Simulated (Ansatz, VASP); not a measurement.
## One calculation of Si4N, two programs

INCAR

```
SYSTEM = Si4N
ALGO = Normal ; DIPOL = 0.5 0.5 0.327
EDIFF = 1E-6 ; ENCUT = 520
GGA = PE ; IDIPOL = 3
ISIF = 2 ; ISMEAR = 0
ISPIN = 2 ; IVDW = 12
LASPH = .TRUE. ; LCHARG = .TRUE.
LDIPOL = .TRUE. ; LELF = .TRUE.
LORBIT = 11 ; LREAL = .FALSE.
LVACPOTAV = .TRUE. ; LVHAR = .TRUE.
LWAVE = .FALSE. ; MAGMOM = 0 0 0 0 3
NBANDS = 22 ; NELM = 150
PREC = Accurate ; SIGMA = 0.05
```

File KPOINTS:

```
k-points
0
G
  7 7 1
  0 0 0
```

Contents of POSCAR:

```
Si4N
1.0
    3.8333442755      0.0000000000      0.0000000000
    0.0000000000      3.8333442755      0.0000000000
    0.0000000000      0.0000000000     21.1034818114
Si N
4 1
Direct
    0.0000000000      0.5000000000      0.1895421825
    0.0000000000      0.0000000000      0.2537634269
    0.5000000000      0.0000000000      0.3207061922
    0.5000000000      0.5000000000      0.3839879070
    0.5000000000      0.5000000000      0.4882361074
```

Input for Ansatz:

```yaml
crystal:
  lattice:
    - [3.8333442755, 0.0, 0.0]
    - [0.0, 3.8333442755, 0.0]
    - [0.0, 0.0, 21.1034818114]
  atoms:
    - { symbol: Si, position: [0.0, 0.5, 0.1895421825] }
    - { symbol: Si, position: [0.0, 0.0, 0.2537634269] }
    - { symbol: Si, position: [0.5, 0.0, 0.3207061922] }
    - { symbol: Si, position: [0.5, 0.5, 0.383987907] }
    - { symbol: "N", position: [0.5, 0.5, 0.4882361074], spin: 3.0 }
basis:
  ecutwfc: 420
kpoints:
  mp_grid: { grid: [7, 7, 1] }
hamiltonian:
  xc: pbe
  pseudopotentials: { kind: paw, azcp: { folder: soft_1 } }
  dispersion: d3bj
scf:
  occupations: { method: gaussian, width: 0.05 }
output:
  forces: true
  eigenvalues: true
  populations: true
magnetization:
  spin_polarized: true
efield:
  axis: 3
  dipole_correction: true
  ramp_width: 0.04
```

Alike in both runs: task single point; functional PBE; dispersion D3(BJ); k mesh 7 × 7 × 1; occupations gaussian, width 0.05 eV; collinear spin.

|  | VASP | Ansatz |
| --- | --- | --- |
| version | VASP 6.6.1 | Ansatz 0.2.0 |
| potentials or method | VASP PAW PBE potentials, release 64 (Si, N), cutoff 520 eV | scalar-relativistic, plane waves, PAW |
| valence electrons in the cell | 21 | 21 |

```csv
,VASP,Ansatz,Ansatz less VASP
gap on the k mesh at the Fermi level (eV),none,none,-
rms of the force components (eV/Å),1.060,1.065,+0.0051
net moment per atom (μB),0.35,0.35,0.000
size of the moment on the site where the two differ most (μB),1.26,1.51,+0.253
"work function, face that differs most (eV)",6.61,6.61,+0.001
```

Site moments also hang on the region over which each program counts them. Atom by atom the forces differ by 0.006 eV/Å (rms over components). A gap of «none» marks a metal or a gap that the smearing closes.
